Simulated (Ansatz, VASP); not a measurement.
**One calculation of C, two programs**

```
CELL_PARAMETERS angstrom
3.85765 0.00000 0.00000
0.00000 3.85765 0.00000
0.00000 0.00000 3.85765
ATOMIC_POSITIONS crystal
C 0.50000 0.50000 0.50000
C 0.00000 0.00000 0.00000
C 0.25000 0.00000 0.50000
C 0.50000 0.25000 0.00000
C 0.50000 0.75000 0.00000
C 0.75000 0.00000 0.50000
C 0.00000 0.50000 0.75000
C 0.00000 0.50000 0.25000
```

Alike in both runs: task relaxation of cell and atoms; functional PBE; k mesh 10 × 10 × 10; occupations gaussian, width 0.1 eV; no spin polarisation.

|  | VASP | Ansatz |
| --- | --- | --- |
| version | VASP 6.6.1 | Ansatz 0.2.0 |
| potentials or method | VASP PAW PBE potentials, release 64 (C), cutoff 600 eV | scalar-relativistic, plane waves, PAW |
| valence electrons in the cell | 32 | 32 |

|  | VASP | Ansatz | Ansatz less VASP |
| --- | --- | --- | --- |
| gap on the k mesh at the Fermi level, each at its own relaxed structure (eV) | none | none | - |
| relaxed volume (Å³/atom) | 7.28 | 7.28 | +0.001 |
| relaxed length of the cell vector where the two differ most in proportion (Å) | 3.876 | 3.876 | +0.0002 |

A gap of «none» marks a metal or a gap that the smearing closes.
